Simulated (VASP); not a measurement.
Wanted: the native input for a VASP 6.6.1 run.

| Quantity | Value |
| --- | --- |
| Task | single point |
| Functional | PBE |
| Potentials or basis | VASP PAW PBE potentials, release 64 (Mn_pv, As) |
| Cutoff | 520 eV |
| k mesh | 12 × 12 × 12 |
| Occupations | gaussian, width 0.05 eV |
| Spin | collinear spin, ferromagnetic start |
| Starting moments | [3.5, 0.0] μB |
| Dipole correction | no |
| Further INCAR settings | ALGO = Normal; EDIFF = 1e-06; NBANDS = 20 |

The structure of MnAs lies in POSCAR:

```
MnAs
1.0
    0.0000000000      2.4496598167      2.4496598167
    2.4496598167      0.0000000000      2.4496598167
    2.4496598167      2.4496598167      0.0000000000
Mn As
1 1
Direct
    0.0000000000      0.0000000000      0.0000000000
    0.2500000000      0.2500000000      0.2500000000
```

These files were run (other wordings do the same):

INCAR

```
SYSTEM = MnAs
PREC = Accurate
ENCUT = 520
EDIFF = 1E-6
ISMEAR = 0
SIGMA = 0.05
LREAL = .FALSE.
LASPH = .TRUE.
NELM = 150
ALGO = Normal
ISIF = 2
LWAVE = .FALSE.
LCHARG = .FALSE.
ISPIN = 2
MAGMOM = 3.5 0
LORBIT = 11
LMAXMIX = 4
GGA = PE
NBANDS = 20
```

KPOINTS

```
Automatic mesh
0
G
  12 12 12
  0 0 0
```

Potentials or basis: VASP PAW PBE potentials, release 64 (Mn_pv, As).

Run with:

```bash
$ cat potpaw_PBE.64/Mn_pv/POTCAR potpaw_PBE.64/As/POTCAR > POTCAR
$ mpirun -np 1 vasp_std > vasp.out
```

Results of the run:

| Property | Result |
| --- | --- |
| Pressure | 47.0 GPa |
| Net moment | 1.14 μB per cell |
| Site moments | Mn +1.19; As -0.06 μB |
| Valence electrons inside the program's atomic spheres | Mn 12.30; As 3.16 |

Caveat: a cell with one magnetic atom can't hold antiferromagnetic order, which such compounds often take.

Run time: 56 s on 1 thread of AMD EPYC 9R45 96-Core Processor (Zen 5), with other jobs on the host, peak memory 0.18 GiB.
